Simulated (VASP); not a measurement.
Here is a VASP 6.6.1 calculation.

Contents of INCAR:

```
ALGO     = Normal         # electronic algorithm
EDIFF    = 1E-7           # SCF threshold, eV
ENCUT    = 520            # plane-wave cutoff, eV
GGA      = PS             # functional
ISIF     = 2              # what is computed and relaxed
ISMEAR   = -1             # smearing method
LASPH    = T              # aspherical terms in the spheres
LCHARG   = F              # write CHGCAR
LREAL    = F              # projectors in reciprocal space
LWAVE    = F              # write WAVECAR
NBANDS   = 20             # bands
NELM     = 100            # most SCF steps
PREC     = Accurate       # precision mode
SIGMA    = 0.03           # smearing width, eV
```

File KPOINTS:

```
k-points
0
Gamma
  6 6 6
```

File POSCAR:

```
MoS2
1.0
    1.5800000000      0.9122134253      6.1500000000
   -1.5800000000      0.9122134253      6.1500000000
    0.0000000000     -1.8244268506      6.1500000000
Mo S
1 2
Direct
    0.0000000000      0.0000000000      0.0000000000
    0.4170000000      0.4170000000      0.4170000000
    0.2500000000      0.2500000000      0.2500000000
```

Potentials or basis: VASP PAW PBE potentials, release 64 (Mo_sv, S).

Launch:

```bash
$ cat potpaw_PBE.64/Mo_sv/POTCAR potpaw_PBE.64/S/POTCAR > POTCAR
$ mpirun -np 1 vasp_std > vasp.out
```

(1) What does it give for the band gap on the k mesh?

(2) What does it give for the pressure?

Results:

(1) 0.91 eV, indirect (least direct gap 1.71 eV).

(2) 0.3 GPa.

Caveat: the PAW data sets were made with another functional, which shifts forces and pressure a little.
